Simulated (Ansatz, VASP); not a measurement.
Zn4SiN in VASP and in Ansatz

```xyz
6
Lattice="0.0000 3.5290 3.5290 3.5290 0.0000 3.5290 3.5290 3.5290 0.0000" Properties=species:S:1:pos:R:3 pbc="T T T"
Zn    4.4106    4.4106    2.6475
Zn    2.6475    4.4106    4.4106
Zn    2.6475    2.6475    2.6475
Zn    4.4106    2.6475    4.4106
Si    0.0000    0.0000    0.0000
N     5.2935    5.2935    5.2935
```

Change from the starting cell: species swapped into the ErInCu4 type (F-43m, No. 216).

Alike in both runs: functional PBE; k mesh 4 × 4 × 4; occupations gaussian, width 0.1 eV; collinear spin.

Ansatz relaxed the structure, and its values are those at the end. VASP's run is a single point on that final structure, the one shown.

|  | VASP | Ansatz |
| --- | --- | --- |
| version | VASP 6.6.1 | Ansatz 0.2.0 |
| potentials or method | VASP PAW PBE potentials, release 64 (Zn, Si, N), cutoff 520 eV | scalar-relativistic, plane waves, PAW |
| valence electrons in the cell | 57 | 57 |

|  | VASP | Ansatz | Ansatz less VASP |
| --- | --- | --- | --- |
| gap on the k mesh at the Fermi level (eV) | none | none | - |
| pressure (GPa) | 0.4 | 0.2 | -0.26 |
| net moment per atom (μB) | 0.19 | 0.19 | 0.000 |
| size of the moment on the site where the two differ most (μB) | 0.85 | 1.15 | +0.303 |

Site moments also hang on the region over which each program counts them. A gap of «none» marks a metal or a gap that the smearing closes.

The k mesh is coarse, so the values compare programs but aren't converged.
